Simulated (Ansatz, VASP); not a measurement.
**Hg in VASP and in Ansatz**

The input INCAR:

```
SYSTEM = Hg
PREC = Accurate ; ENCUT = 520
EDIFF = 1E-6 ; ISMEAR = 0
SIGMA = 0.15 ; LREAL = .False.
LASPH = .True. ; NELM = 80
ALGO = Fast ; ISIF = 2
LWAVE = .False. ; LCHARG = .False.
GGA = PS ; IVDW = 12
NBANDS = 19
```

Contents of KPOINTS:

```
Automatic mesh
0
Gamma
  18 18 10
  0 0 0
```

File POSCAR:

```
Hg
1.0
    3.1540667384      0.0000000000      0.0000000000
   -1.5770333692      2.7315019207      0.0000000000
    0.0000000000      0.0000000000      5.2374000000
Hg
2
Direct
    0.6666666667      0.3333333333      0.7500000000
    0.3333333333      0.6666666667      0.2500000000
```

Input for Ansatz:

```yaml
crystal:
  lattice:
    - [3.1540667384, 0.0, 0.0]
    - [-1.5770333692, 2.7315019207, 0.0]
    - [0.0, 0.0, 5.2374]
  atoms:
    - { symbol: Hg, position: [0.6666666667, 0.3333333333, 0.75] }
    - { symbol: Hg, position: [0.3333333333, 0.6666666667, 0.25] }
basis:
  ecutwfc: 420
kpoints:
  mp_grid: { grid: [18, 18, 10] }
hamiltonian:
  xc: pbesol
  dispersion: d3bj
scf:
  occupations: { method: gaussian, width: 0.15 }
output:
  forces: true
  stress: true
  eigenvalues: true
```

Alike in both runs: task single point; functional PBEsol; dispersion D3(BJ); k mesh 18 × 18 × 10; occupations gaussian, width 0.15 eV; no spin polarisation.

|  | VASP | Ansatz |
| --- | --- | --- |
| version | VASP 6.6.1 | Ansatz 0.2.0 |
| potentials or method | VASP PAW PBE potentials, release 64 (Hg), cutoff 520 eV | scalar-relativistic, plane waves, PAW |
| valence electrons in the cell | 24 | 40 |

Ansatz gave:

- gap on the k mesh at the Fermi level (eV): none
- pressure (GPa): -1.5
- traceless stress, the component that is largest in VASP (GPa): -0.10

Problem. Which values does VASP return?

Solution. gap on the k mesh at the Fermi level (eV): none; pressure (GPa): -1.1; traceless stress, the component that is largest in VASP (GPa): -0.13.

VASP's potentials were made for PBE, not for PBEsol. A gap of «none» marks a metal or a gap that the smearing closes. VASP's potentials hold 24 valence electrons a cell and Ansatz's 40, so a difference there can come from the potentials and not from the codes.

Spin-orbit coupling is off throughout.
